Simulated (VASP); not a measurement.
# HfC (rocksalt type) (Fm-3m) in VASP: further runs, part 2 of 4

VASP 6.6.1. Earlier steps stand in the parts before.

### Step 3. Electric field gradients, PBE (12.33 Å³/atom)

This run uses another cell than the first one, of 12.33 Å³/atom.

File INCAR:

```
ALGO     = Normal         # electronic algorithm
EDIFF    = 1E-8           # SCF threshold, eV
ENCUT    = 520            # plane-wave cutoff, eV
GGA      = PE             # functional
ISIF     = 2              # what is computed and relaxed
ISMEAR   = -1             # smearing method
LASPH    = True           # aspherical terms in the spheres
LCHARG   = False          # write CHGCAR
LEFG     = True         
LREAL    = False          # projectors in reciprocal space
LWAVE    = False          # write WAVECAR
NBANDS   = 14             # bands
NELM     = 80             # most SCF steps
PREC     = Accurate       # precision mode
SIGMA    = 0.05           # smearing width, eV
```

File KPOINTS:

```
k-points
0
Gamma
  16 16 16
```

File POSCAR:

```
HfC
1.0
    0.0000000000      2.3101192713      2.3101192713
    2.3101192713      0.0000000000      2.3101192713
    2.3101192713      2.3101192713      0.0000000000
Hf C
1 1
Direct
    0.0000000000      0.0000000000      0.0000000000
    0.5000000000      0.5000000000      0.5000000000
```

Potentials or basis: VASP PAW PBE potentials, release 64 (Hf_pv, C).

Command:

```bash
$ cat potpaw_PBE.64/Hf_pv/POTCAR potpaw_PBE.64/C/POTCAR > POTCAR
$ mpirun -np 1 vasp_std > vasp.out
```

OUTCAR:

```text
EDIFF = 1E-8
   ENCUT = 520
   GGA = PE
   ISIF = 2
   ISMEAR = -1
   LASPH = True
   LREAL = False
   NELM = 80
   PREC = Accurate

 ion  position               nearest neighbor table
   1  0.000  0.000  0.000-   2 2.31   2 2.31   2 2.31   2 2.31   2 2.31   2 2.31
   2  0.500  0.500  0.500-   1 2.31   1 2.31   1 2.31   1 2.31   1 2.31   1 2.31

  LATTYP: Found a face centered cubic cell.
 ALAT       =     4.6202385426

  Lattice vectors:

 A1 = (   0.0000000000,   2.3101192713,   2.3101192713)
 A2 = (   2.3101192713,   0.0000000000,   2.3101192713)
 A3 = (   2.3101192713,   2.3101192713,   0.0000000000)

Analysis of symmetry for initial positions (statically):
=====================================================================
 Subroutine PRICEL returns:
 Original cell was already a primitive cell.

 Routine SETGRP: Setting up the symmetry group for a
 face centered cubic supercell.

[... 596 lines left out ...]
      direct lattice vectors                 reciprocal lattice vectors
     0.000000000  2.310119271  2.310119271    -0.216439041  0.216439041  0.216439041
     2.310119271  0.000000000  2.310119271     0.216439041 -0.216439041  0.216439041
     2.310119271  2.310119271  0.000000000     0.216439041  0.216439041 -0.216439041

 POSITION                                       TOTAL-FORCE (eV/Angst)
 -----------------------------------------------------------------------------------
      0.00000      0.00000      0.00000         0.000000      0.000000      0.000000
      2.31012      2.31012      2.31012        -0.000000     -0.000000     -0.000000
 -----------------------------------------------------------------------------------
    total drift:                                0.000000     -0.000000     -0.000000

  FREE ENERGIE OF THE ION-ELECTRON SYSTEM (eV)
  ---------------------------------------------------
  free  energy   TOTEN  =       -21.0406150784 eV

  energy  without entropy=      -21.0376179006  energy(sigma->0) =      -21.03911649

 Electric field gradients (V/A^2)
---------------------------------------------------------------------
 ion       V_xx      V_yy      V_zz      V_xy      V_xz      V_yz
---------------------------------------------------------------------
   1      -0.000     0.000     0.000    -0.000    -0.000    -0.000
   2       0.000     0.000    -0.000     0.000     0.000     0.000
---------------------------------------------------------------------

 Electric field gradients after diagonalization (V/A^2)
 (convention: |V_zz| > |V_xx| > |V_yy|)
----------------------------------------------------------------------
 ion       V_xx      V_yy      V_zz     asymmetry (V_yy - V_xx)/ V_zz
----------------------------------------------------------------------
   1       0.000     0.000    -0.000       0.000
   2      -0.000    -0.000     0.001       0.000
----------------------------------------------------------------------

           NMR quadrupolar parameters

 Cq : quadrupolar parameter    Cq=e*Q*V_zz/h
 eta: asymmetry parameters     (V_yy - V_xx)/ V_zz
 Q  : nuclear electric quadrupole moment in mb (millibarn)
----------------------------------------------------------------------
 ion       Cq(MHz)       eta       Q (mb)
----------------------------------------------------------------------
   1      -0.000       0.000       1.000
   2       0.000       0.000       1.000
----------------------------------------------------------------------
```

OSZICAR:

```text
N       E                     dE             d eps       ncg     rms          rms(c)
DAV:   1     0.255289641694E+02    0.25529E+02   -0.74085E+03  4076   0.958E+02
DAV:   2    -0.226729541923E+02   -0.48202E+02   -0.45303E+02  5388   0.203E+02
DAV:   3    -0.241935799832E+02   -0.15206E+01   -0.15159E+01  4798   0.268E+01
DAV:   4    -0.241999069731E+02   -0.63270E-02   -0.63267E-02  4798   0.218E+00
DAV:   5    -0.241999446436E+02   -0.37671E-04   -0.37670E-04  4820   0.148E-01    0.589E+01
DAV:   6    -0.211016749701E+02    0.30983E+01   -0.11863E+01  4390   0.182E+01    0.421E+01
DAV:   7    -0.210548927888E+02    0.46782E-01   -0.53713E-01  5128   0.516E+00    0.250E+01
DAV:   8    -0.210464480125E+02    0.84448E-02   -0.64003E-02  4876   0.204E+00    0.603E+00
DAV:   9    -0.210408589007E+02    0.55891E-02   -0.19827E-02  4606   0.829E-01    0.206E+00
DAV:  10    -0.210406195777E+02    0.23932E-03   -0.12208E-03  5030   0.261E-01    0.484E-02
DAV:  11    -0.210406156562E+02    0.39216E-05   -0.67949E-05  4780   0.686E-02    0.225E-02
DAV:  12    -0.210406153001E+02    0.35602E-06   -0.22436E-06  5038   0.133E-02    0.126E-02
DAV:  13    -0.210406150864E+02    0.21372E-06   -0.18749E-07  4908   0.321E-03    0.258E-03
DAV:  14    -0.210406150684E+02    0.17967E-07   -0.69567E-09  3728   0.686E-04    0.913E-04
DAV:  15    -0.210406150784E+02   -0.99087E-08   -0.14167E-09  2924   0.328E-04
   1 F= -.21040615E+02 E0= -.21039116E+02  d E =-.299718E-02
```

stdout:

```text
POSCAR found type information on POSCAR HfC
 POSCAR found :  2 types and       2 ions
 scaLAPACK will be used
 LDA part: xc-table for (Slater+PW92), standard interpolation
 POSCAR, INCAR and KPOINTS ok, starting setup
 FFT: planning ... GRIDC
 FFT: planning ... GRID_SOFT
 FFT: planning ... GRID
 WAVECAR not read
 entering main loop
ion   1

ion   2
```

It took 49 s on 1 thread of Intel Xeon 8259CL, shared host; peak memory 0.18 GiB.

What came out:

```yaml
Free_energy: -21.0406 eV
Pressure: 4.3 GPa
Band_gap_on_the_k_mesh: zero (bands 7 and 8 overlap by 1.44 eV)
Largest_electric_field_gradient_by_atom: zero within the noise of the run
```

Levels at points of the mesh, in eV from the Fermi level:
```
           k point  band 4  band 5  band 6  band 7  band 8  band 9  band 10  band 11
(0.00, 0.00, 0.00)  -12.39    1.03    1.03    1.03    1.42    1.42     1.42     3.47
(0.50, 0.00, 0.00)   -8.53   -6.20   -3.03   -3.03    5.45    5.45     5.93     6.67
(0.50, 0.50, 0.00)  -10.48   -2.55   -1.82   -0.06   -0.06    5.44     6.91     6.91
```

Caveat: the cell stands under pressure; spin-orbit coupling is left out, which moves the levels of the heavy elements.

### Step 4. Electric field gradients, PBE

This run uses another cell than the first one, of 12.58 Å³/atom.

INCAR, as its differences from that of step 3:

```diff
@@ -12,3 +12,3 @@
 NBANDS   = 14             # bands
-NELM     = 80             # most SCF steps
+NELM     = 60             # most SCF steps
 PREC     = Accurate       # precision mode
```

KPOINTS is that of step 3.

File POSCAR:

```
HfC
1.0
    0.0000000000      2.3257286588      2.3257286588
    2.3257286588      0.0000000000      2.3257286588
    2.3257286588      2.3257286588      0.0000000000
Hf C
1 1
Direct
    0.0000000000      0.0000000000      0.0000000000
    0.5000000000      0.5000000000      0.5000000000
```

Potentials or basis: VASP PAW PBE potentials, release 64 (Hf_pv, C).

Command:

```bash
$ cat potpaw_PBE.64/Hf_pv/POTCAR potpaw_PBE.64/C/POTCAR > POTCAR
$ mpirun -np 1 vasp_std > vasp.out
```

OUTCAR:

```text
EDIFF = 1E-8
   ENCUT = 520
   GGA = PE
   ISIF = 2
   ISMEAR = -1
   LASPH = True
   LREAL = False
   NELM = 60
   PREC = Accurate

 ion  position               nearest neighbor table
   1  0.000  0.000  0.000-   2 2.33   2 2.33   2 2.33   2 2.33   2 2.33   2 2.33
   2  0.500  0.500  0.500-   1 2.33   1 2.33   1 2.33   1 2.33   1 2.33   1 2.33

  LATTYP: Found a face centered cubic cell.
 ALAT       =     4.6514573176

  Lattice vectors:

 A1 = (   0.0000000000,   2.3257286588,   2.3257286588)
 A2 = (   2.3257286588,   0.0000000000,   2.3257286588)
 A3 = (   2.3257286588,   2.3257286588,   0.0000000000)

Analysis of symmetry for initial positions (statically):
=====================================================================
 Subroutine PRICEL returns:
 Original cell was already a primitive cell.

 Routine SETGRP: Setting up the symmetry group for a
 face centered cubic supercell.

 Subroutine GETGRP returns: Found 48 space group operations
 (whereof 48 operations were pure point group operations)
 out of a pool of 48 trial point group operations.

The static configuration has the point symmetry O_h .

Analysis of symmetry for dynamics (positions and initial velocities):
=====================================================================
 Subroutine PRICEL returns:
 Original cell was already a primitive cell.

 Routine SETGRP: Setting up the symmetry group for a
 face centered cubic supercell.

 Subroutine GETGRP returns: Found 48 space group operations
 (whereof 48 operations were pure point group operations)
 out of a pool of 48 trial point group operations.

[... 550 lines left out ...]
      4      -6.1000      2.00000
      5       5.5585      1.99872
      6       5.8623      1.56511
      7       5.9802      0.50793
      8       7.4980      0.00000
      9       8.1482      0.00000
     10       8.1550      0.00000
     11       9.9213      0.00000
     12      10.8178      0.00000
     13      13.3648      0.00000
     14      17.6648      0.00000

 [... further k-points ...]

------------------------ aborting loop because EDIFF is reached ----------------------------------------

  FORCE on cell =-STRESS in cart. coord.  units (eV):
  Direction    XX          YY          ZZ          XY          YZ          ZX
  --------------------------------------------------------------------------------------
  -------------------------------------------------------------------------------------
  Total       -0.1023993     -0.1023993     -0.1023993      0.0000000      0.0000000     -0.0000000
  in kB       -6.5207966     -6.5207966     -6.5207966      0.0000000      0.0000000     -0.0000000
  external PRESSURE =      -6.5207966 kB  Pullay stress =       0.0000000 kB

 VOLUME and BASIS-vectors are now :
 -----------------------------------------------------------------------------
  energy-cutoff  :      520.00
  volume of cell :       25.16
      direct lattice vectors                 reciprocal lattice vectors
     0.000000000  2.325728659  2.325728659    -0.214986386  0.214986386  0.214986386
     2.325728659  0.000000000  2.325728659     0.214986386 -0.214986386  0.214986386
     2.325728659  2.325728659  0.000000000     0.214986386  0.214986386 -0.214986386

 POSITION                                       TOTAL-FORCE (eV/Angst)
 -----------------------------------------------------------------------------------
      0.00000      0.00000      0.00000        -0.000000      0.000000      0.000000
      2.32573      2.32573      2.32573         0.000000     -0.000000     -0.000000
 -----------------------------------------------------------------------------------
    total drift:                                0.000000     -0.000000     -0.000000

  FREE ENERGIE OF THE ION-ELECTRON SYSTEM (eV)
  ---------------------------------------------------
  free  energy   TOTEN  =       -21.0464097387 eV

  energy  without entropy=      -21.0434590977  energy(sigma->0) =      -21.04493442

 Electric field gradients (V/A^2)
---------------------------------------------------------------------
 ion       V_xx      V_yy      V_zz      V_xy      V_xz      V_yz
---------------------------------------------------------------------
   1       0.000    -0.000    -0.000     0.000     0.000     0.000
   2       0.000     0.000     0.000     0.000     0.000     0.000
---------------------------------------------------------------------

 Electric field gradients after diagonalization (V/A^2)
 (convention: |V_zz| > |V_xx| > |V_yy|)
----------------------------------------------------------------------
 ion       V_xx      V_yy      V_zz     asymmetry (V_yy - V_xx)/ V_zz
----------------------------------------------------------------------
   1      -0.000    -0.000     0.000       0.000
   2      -0.000    -0.000     0.001       0.000
----------------------------------------------------------------------

           NMR quadrupolar parameters

 Cq : quadrupolar parameter    Cq=e*Q*V_zz/h
 eta: asymmetry parameters     (V_yy - V_xx)/ V_zz
 Q  : nuclear electric quadrupole moment in mb (millibarn)
----------------------------------------------------------------------
 ion       Cq(MHz)       eta       Q (mb)
----------------------------------------------------------------------
   1       0.000       0.000       1.000
   2       0.000       0.000       1.000
----------------------------------------------------------------------
```

Run time: 47 s. Hardware: 1 thread of Intel Xeon 8259CL, shared host; peak memory 0.18 GiB.

Results:

```
Free energy                             : -21.0464 eV
Pressure                                : -0.7 GPa
Band gap on the k mesh                  : zero (bands 7 and 8 overlap by 1.42 eV)
Largest electric field gradient by atom : zero within the noise of the run
```

Caveat: spin-orbit coupling is left out, which moves the levels of the heavy elements.

(Continued in part 3 of 4.)
